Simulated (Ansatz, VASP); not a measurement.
**One calculation of Ti, two programs**

INCAR

```
ALGO = Normal ; EDIFF = 1E-6
ENCUT = 400 ; GGA = PE
GGA_COMPAT = F ; ISIF = 2
ISMEAR = 1 ; ISPIN = 2
LASPH = T ; LCHARG = F
LMAXMIX = 4 ; LORBIT = 11
LREAL = F ; LWAVE = F
MAGMOM = 2 ; NBANDS = 16
NELM = 200 ; PREC = Accurate
SIGMA = 0.1
```

Contents of KPOINTS:

```
k-points
0
Gamma
  1 1 1
```

The input POSCAR:

```
Ti
1.0
    8.5000000000      0.0000000000      0.0000000000
    0.0000000000      8.5000000000      0.0000000000
    0.0000000000      0.0000000000      8.5000000000
Ti
1
Direct
    0.0000000000      0.0000000000      0.0000000000
```

Input for Ansatz:

```yaml
crystal:
  lattice:
    - [8.5, 0, 0]
    - [0, 8.5, 0]
    - [0, 0, 8.5]
  atoms:
    - { symbol: Ti, position: [0, 0, 0], spin: 2.0 }
kpoints:
  mp_grid: { grid: [1, 1, 1], shift: [0, 0, 0] }
hamiltonian:
  xc: pbe
  pseudopotentials: { kind: nc }
scf:
  occupations: { method: cold, width: "0.1 eV" }
magnetization:
  spin_polarized: true
```

Alike in both runs: task single point; functional PBE; k mesh 1 × 1 × 1; collinear spin.

|  | VASP | Ansatz |
| --- | --- | --- |
| version | VASP 6.6.1 | Ansatz 0.2 development build |
| potentials or method | VASP PAW PBE potentials, release 64 (Ti_sv) | scalar-relativistic |
| plane-wave cutoff (eV) | 400 | 1155 |
| occupations | methfessel-paxton of order 1, width 0.1 eV | cold |

|  | VASP | Ansatz | Ansatz less VASP |
| --- | --- | --- | --- |
| net moment per atom (μB) | 2.59 | 2.63 | +0.036 |
| size of the moment on the site where the two differ most (μB) | 1.95 | 2.63 | +0.685 |

Site moments also hang on the region over which each program counts them. Ansatz's warnings: stability check not made.
